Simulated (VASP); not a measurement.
# Si (R-3m) in VASP: single point with PBEsol

Aim: the single point of Si with PBEsol.

All numbers are computed with VASP 6.6.1; they aren't measurements. Logs are shortened: lines on timing, memory, paths and dates and some standing lists are left out, and cuts for length are marked.

## (1) The cell of the first run

Symmetry: R-3m, No. 166, trigonal system. Conventional cell: a = 3.881 Å, b = 3.881 Å, c = 9.369 Å, α = 90.00°, β = 90.00°, γ = 120.00°. Within 3.1 Å of Si (site symmetry 3m) lie 4 Si at 2.35 to 2.37 Å.

## (2) Single point, PBEsol

INCAR

```
SYSTEM = Si
PREC = Accurate
ENCUT = 500
EDIFF = 1E-6
ISMEAR = 0
SIGMA = 0.01
LREAL = .False.
LASPH = .True.
NELM = 120
ALGO = Normal
ISIF = 2
LWAVE = .False.
LCHARG = .False.
GGA = PS
NBANDS = 11
GGA_COMPAT = .False.
```

KPOINTS

```
regular mesh
0
Gamma
  6 6 6
  0 0 0
```

POSCAR

```
Si
1.0
   -0.0263283815      2.7176703533      2.7176703533
    2.7176703533     -0.0263283815      2.7176703533
    2.7176703533      2.7176703533     -0.0263283815
Si
2
Direct
   -0.0006381611     -0.0006381611     -0.0006381611
    0.2506381611      0.2506381611      0.2506381611
```

Potentials or basis: VASP PAW PBE potentials, release 64 (Si).

The run is started by

```
> cat potpaw_PBE.64/Si/POTCAR > POTCAR
> mpirun -np 1 vasp_std > vasp.out
```

OUTCAR:

```text
SYSTEM = Si
   PREC = Accurate
   ENCUT = 500
   EDIFF = 1E-6
   ISMEAR = 0
   LREAL = .False.
   LASPH = .True.
   NELM = 120
   ISIF = 2
   GGA = PS

 ion  position               nearest neighbor table
   1  0.999  0.999  0.999-   2 2.35   2 2.37   2 2.37   2 2.37
   2  0.251  0.251  0.251-   1 2.35   1 2.37   1 2.37   1 2.37

  LATTYP: Found a trigonal (rhomboedric) cell.
 ALAT       =     3.8434564499
 COS(alpha) =     0.4902891425

  Lattice vectors:

 A1 = (  -0.0263283815,   2.7176703533,   2.7176703533)
 A2 = (   2.7176703533,  -0.0263283815,   2.7176703533)
 A3 = (   2.7176703533,   2.7176703533,  -0.0263283815)

Analysis of symmetry for initial positions (statically):
=====================================================================
 Subroutine PRICEL returns:
 Original cell was already a primitive cell.

 Routine SETGRP: Setting up the symmetry group for a
 trigonal (rhombohedral) supercell.

 Subroutine GETGRP returns: Found 12 space group operations
 (whereof  6 operations were pure point group operations)
 out of a pool of 12 trial point group operations.

The static configuration has the point symmetry C_3v.
 The point group associated with its full space group is D_3d.

Analysis of symmetry for dynamics (positions and initial velocities):
=====================================================================
 Subroutine PRICEL returns:
 Original cell was already a primitive cell.

 Routine SETGRP: Setting up the symmetry group for a
 trigonal (rhombohedral) supercell.

 Subroutine GETGRP returns: Found 12 space group operations
 (whereof  6 operations were pure point group operations)
 out of a pool of 12 trial point group operations.

The dynamic configuration has the point symmetry C_3v.
 The point group associated with its full space group is D_3d.

 Subroutine INISYM returns: Found 12 space group operations
 (whereof  6 operations are pure point group operations),
 and found     1 'primitive' translations

----------------------------------------------------------------------------------------

                                     Primitive cell

  volume of cell :      40.7273

  direct lattice vectors                    reciprocal lattice vectors
    -0.026328382  2.717670353  2.717670353    -0.181328891  0.183102763  0.183102763
     2.717670353 -0.026328382  2.717670353     0.183102763 -0.181328891  0.183102763
     2.717670353  2.717670353 -0.026328382     0.183102763  0.183102763 -0.181328891

  length of vectors
     3.843456450  3.843456450  3.843456450     0.316122462  0.316122462  0.316122462

  position of ions in fractional coordinates (direct lattice)
     0.999361839  0.999361839  0.999361839
     0.250638161  0.250638161  0.250638161

  ion indices of the primitive-cell ions
   primitive index   ion index
                 1           1
                 2           2

----------------------------------------------------------------------------------------

 KPOINTS: regular mesh

Automatic generation of k-mesh.
 Grid dimensions read from file:
 generate k-points for:    6    6    6

 Generating k-lattice:

  Cartesian coordinates                     Fractional coordinates (reciprocal lattice)
    -0.030221482  0.030517127  0.030517127     0.166666667  0.000000000  0.000000000
     0.030517127 -0.030221482  0.030517127     0.000000000  0.166666667  0.000000000
     0.030517127  0.030517127 -0.030221482     0.000000000  0.000000000  0.166666667

  Length of vectors
     0.052687077  0.052687077  0.052687077

  Shift w.r.t. Gamma in fractional coordinates (k-lattice)
     0.000000000  0.000000000  0.000000000

 Subroutine IBZKPT returns following result:
 ===========================================

 Found     32 irreducible k-points:

 Following reciprocal coordinates:
            Coordinates               Weight
  0.000000  0.000000  0.000000      1.000000
  0.166667  0.000000  0.000000      6.000000
  0.333333 -0.000000 -0.000000      6.000000
  0.500000  0.000000  0.000000      3.000000
  0.166667  0.166667  0.000000      6.000000
  0.333333  0.166667 -0.000000     12.000000
[... 16 lines left out ...]
  0.500000  0.500000  0.166667      6.000000
 -0.333333  0.500000  0.166667     12.000000
 [... further k-points ...]
   k-points           NKPTS =     32   k-points in BZ     NKDIM =     32   number of bands    NBANDS=     11
   number of dos      NEDOS =    301   number of ions     NIONS =      2
   total plane-waves  NPLWV =  21952
   dimension x,y,z NGX =    28 NGY =   28 NGZ =   28
   dimension x,y,z NGXF=    56 NGYF=   56 NGZF=   56
   ions per type =               2
   NGX,Y,Z   is equivalent  to a cutoff of  12.11, 12.11, 12.11 a.u.
   NGXF,Y,Z  is equivalent  to a cutoff of  24.22, 24.22, 24.22 a.u.
 SYSTEM =  Si
   PREC   = accura    normal or accurate (medium, high low for compatibility)
   ISTART =      0    job   : 0-new  1-cont  2-samecut
   ICHARG =      2    charge: 1-file 2-atom 10-const
   ISPIN  =      1    spin polarized calculation?
   LNONCOLLINEAR =      F non collinear calculations
   LSORBIT =      F    spin-orbit coupling
   LASPH  =      T    aspherical Exc in radial PAW
   ENCUT  =  500.0 eV  36.75 Ry    6.06 a.u.   7.01  7.01  7.01*2*pi/ulx,y,z
   NELM   =    120;   NELMIN=  2; NELMDL= -5     # of ELM steps
   EDIFF  = 0.1E-05   stopping-criterion for ELM
   LREAL  =      F    real-space projection
   EDIFFG = 0.1E-04   stopping-criterion for IOM
   NSW    =      0    number of steps for IOM
   IBRION =     -1    ionic relax: 0-MD 1-quasi-New 2-CG
   NFREE  =      0    steps in history (QN), initial steepest desc. (CG)
   ISIF   =      2    stress and relaxation
   ISYM   =      2    0-nonsym 1-usesym 2-fastsym
   POTIM  = 0.5000    time-step for ionic-motion
   TEBEG  =    0.0;   TEEND  =   0.0 temperature during run
   PSTRESS=    0.0 pullay stress
   NELECT =       8.0000    total number of electrons
   NUPDOWN=      -1.0000    fix difference up-down
   EMIN   =  10.00;   EMAX   =-10.00  energy-range for DOS
   EFERMI =   0.00;   METHOD = LEGACY
   ISMEAR =     0;   SIGMA  =   0.01  broadening in eV -4-tet -1-fermi 0-gaus
   EFERMI_NEDOS =   21; number of points for ismear=-14 and -15
   IALGO  =     38    algorithm
   IMIX   =      4    mixing-type and parameters
     AMIX     =   0.40;   BMIX     =  1.00
     AMIX_MAG =   1.60;   BMIX_MAG =  1.00
  volume/ion in A,a.u.               =      20.36       137.42
  Fermi-wavevector in a.u.,A,eV,Ry     =   0.951648  1.798354 12.321891  0.905633
  Thomas-Fermi vector in A             =   2.080137
   LORBIT       =      0    0 simple, 1 ext, 2 COOP (PROOUT), +10 PAW based schemes
   GGA     = PS    functional components
   LHFCALC =     F    Hartree Fock is set to
   AEXX    =    0.0000 exact exchange contribution
   IVDW    =     0    specifies the selected vdW correction
   LEPSILON=     F    determine dielectric tensor
   LRPA    =     F    only Hartree local field effects (RPA)
 non-spin polarized calculation
 Gauss-broadening in eV      SIGMA  =   0.01
  energy-cutoff  :      500.00
  volume of cell :       40.73
 maximum number of plane-waves:      1044
   NGX = 13   NGY = 13   NGZ = 13

 number of electron       8.0000000 magnetization

 Free energy of the ion-electron system (eV)
  ---------------------------------------------------
  ext. energy  EPLUGINS =         0.00000000
  ---------------------------------------------------
  free energy    TOTEN  =       -11.46297763 eV

  energy without entropy =      -11.46297763  energy(sigma->0) =      -11.46297763

 E-fermi :   5.7918     XC(G=0):  -9.4849

 val. band max:        5.7138232796   @ k =   0.0000   0.0000   0.0000
 cond. band min:       6.1745531234   @ k =   0.5000   0.5000   0.0000
 fundamental gap:      0.4607298438
 Fermi energy:         5.7918451262

 k-point     1 :       0.0000    0.0000    0.0000
  band No.  band energies     occupation
      1      -6.2481      2.00000
      2       5.5854      2.00000
      3       5.5854      2.00000
      4       5.7138      2.00000
      5       8.0815      0.00000
      6       8.0815      0.00000
      7       8.1932      0.00000
      8       8.8097      0.00000
      9      13.2691      0.00000
     10      13.3041      0.00000
     11      13.3041      0.00000

 k-point     2 :       0.1667    0.0000    0.0000
  band No.  band energies     occupation
      1      -5.8934      2.00000
      2       3.2043      2.00000
      3       5.1523      2.00000
      4       5.2475      2.00000
      5       7.8907      0.00000
      6       8.7208      0.00000
      7       8.8540      0.00000
      8      10.8638      0.00000
      9      12.6229      0.00000
     10      12.6963      0.00000
     11      14.4115      0.00000

 k-point     3 :       0.3333   -0.0000   -0.0000
  band No.  band energies     occupation
      1      -4.8971      2.00000
      2       0.2870      2.00000
      3       4.6252      2.00000
      4       4.6952      2.00000
      5       7.3041      0.00000
      6       9.0411      0.00000
      7       9.1324      0.00000
      8      13.2527      0.00000
      9      13.4308      0.00000
     10      13.6390      0.00000
     11      14.4931      0.00000
[... 267 lines left out ...]
 k-point    23 :       0.5000    0.5000    0.1667
  band No.  band energies     occupation
      1      -3.1802      2.00000
      2      -0.9236      2.00000
      3       2.0435      2.00000
      4       3.0278      2.00000
      5       6.5319      0.00000
      6       8.3140      0.00000
      7      12.8112      0.00000
      8      12.8862      0.00000
      9      16.1516      0.00000
     10      16.3319      0.00000
     11      17.9125      0.00000

 k-point    24 :      -0.3333    0.5000    0.1667
  band No.  band energies     occupation
      1      -2.0622      2.00000
      2      -1.9949      2.00000
      3       1.9670      2.00000
      4       2.0272      2.00000
      5       8.1865      0.00000
      6       8.3779      0.00000
      7      12.1392      0.00000
      8      12.3879      0.00000
      9      16.0330      0.00000
     10      16.0543      0.00000
     11      18.3685      0.00000

 [... further k-points ...]

------------------------ aborting loop because EDIFF is reached ----------------------------------------

  FORCE on cell =-STRESS in cart. coord.  units (eV):
  Direction    XX          YY          ZZ          XY          YZ          ZX
  --------------------------------------------------------------------------------------
  -------------------------------------------------------------------------------------
  Total       -0.3112591     -0.3112591     -0.3112591      0.1780979      0.1780979      0.1780979
  in kB      -12.2446645    -12.2446645    -12.2446645      7.0062186      7.0062186      7.0062186
  external PRESSURE =     -12.2446645 kB  Pullay stress =       0.0000000 kB

 VOLUME and BASIS-vectors are now :
 -----------------------------------------------------------------------------
  energy-cutoff  :      500.00
  volume of cell :       40.73
      direct lattice vectors                 reciprocal lattice vectors
    -0.026328382  2.717670353  2.717670353    -0.181328891  0.183102763  0.183102763
     2.717670353 -0.026328382  2.717670353     0.183102763 -0.181328891  0.183102763
     2.717670353  2.717670353 -0.026328382     0.183102763  0.183102763 -0.181328891

 POSITION                                       TOTAL-FORCE (eV/Angst)
 -----------------------------------------------------------------------------------
      5.40556      5.40556      5.40556         0.000726      0.000726      0.000726
      1.35570      1.35570      1.35570        -0.000726     -0.000726     -0.000726
 -----------------------------------------------------------------------------------
    total drift:                               -0.000000     -0.000000     -0.000000

  FREE ENERGIE OF THE ION-ELECTRON SYSTEM (eV)
  ---------------------------------------------------
  free  energy   TOTEN  =       -11.4629776320 eV

  energy  without entropy=      -11.4629776320  energy(sigma->0) =      -11.46297763
```

Wall time 18 s (1 thread of AMD EPYC 7R13, shared host); peak memory 0.12 GiB.

What came out:

* Free energy: -11.4630 eV
* Pressure: -1.2 GPa
* Band gap on the k mesh: 0.46 eV, indirect (least direct gap 2.37 eV)

Levels at points of the mesh, in eV from the valence-band top:
```
           k point  band 1  band 2  band 3  band 4  band 5  band 6  band 7  band 8
(0.00, 0.00, 0.00)  -11.96   -0.13   -0.13    0.00    2.37    2.37    2.48    3.10
(0.50, 0.00, 0.00)   -9.68   -7.03   -1.28   -1.22    1.37    3.17    3.26    7.44
(0.50, 0.50, 0.00)   -7.88   -7.84   -2.98   -2.85    0.46    0.60    9.79    9.85
(0.50, 0.50, 0.50)   -9.58   -7.00   -1.35   -1.35    1.17    3.12    3.12    7.29
```

Caveat: the PAW data sets were made with another functional, which shifts forces and pressure a little. A k mesh can miss the band edges.
